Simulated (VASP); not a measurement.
Wanted: the native input for a VASP 6.6.1 run.

| Property | Result |
| --- | --- |
| Task | relaxation of cell and atoms |
| Functional | PBEsol |
| Potentials or basis | VASP PAW PBE potentials, release 64 (Ca_sv) |
| Cutoff | 600 eV |
| k mesh | 8 × 8 × 8 |
| Occupations | fermi-dirac, width 0.05 eV |
| Spin | no spin polarisation |
| Target pressure | 10 GPa |
| Dipole correction | no |
| Further INCAR settings | ALGO = Normal; EDIFF = 1e-07; IBRION = 2; EDIFFG = -0.02; NSW = 80; ISIF = 3 |

The structure of Ca lies in POSCAR:

```
Ca
1.0
    0.0000000000      2.7942000000      2.7942000000
    2.7942000000      0.0000000000      2.7942000000
    2.7942000000      2.7942000000      0.0000000000
Ca
1
Direct
    0.0000000000      0.0000000000      0.0000000000
```

The input as run:

INCAR

```
PREC = Accurate
ENCUT = 600
EDIFF = 1E-7
ISMEAR = -1
SIGMA = 0.05
LREAL = F
LASPH = T
NELM = 100
ALGO = Normal
ISIF = 3
LWAVE = F
LCHARG = F
GGA = PS
IBRION = 2
NSW = 80
EDIFFG = -0.02
PSTRESS = 100.0
```

KPOINTS

```
Automatic mesh
0
Gamma
  8 8 8
```

Potentials or basis: VASP PAW PBE potentials, release 64 (Ca_sv).

The run is started by

```console
$ cat potpaw_PBE.64/Ca_sv/POTCAR > POTCAR
$ mpirun -np 1 vasp_std > vasp.out
```

It gave:

```json
{
 "Relaxed volume": "29.11 Å³/atom",
 "Relaxed cell": "a = 3.453 Å, b = 3.453 Å, c = 3.453 Å, α = 60.00°, β = 60.00°, γ = 60.00°",
 "Space group after relaxing (to 0.05 Å)": "Fm-3m (No. 225)",
 "Energy change on relaxing (the enthalpy is what falls)": "+270.7 meV/atom",
 "Ionic steps": "16",
 "Pressure after relaxing": "10.0 GPa",
 "Band gap on the k mesh": "0.21 eV, indirect (least direct gap 0.44 eV)"
}
```

Caveat: the cell is relaxed towards a set pressure, so the enthalpy falls and the energy may rise; the volume moved by over 15 % at a fixed basis, so the end points are rough; the PAW data sets were made with another functional, which shifts forces and pressure a little.

Wall time 97 s on 1 thread of Intel(R) Xeon(R) Platinum 8375C CPU @ 2.90GHz (Ice Lake), with other jobs on the host, peak memory 0.19 GiB.
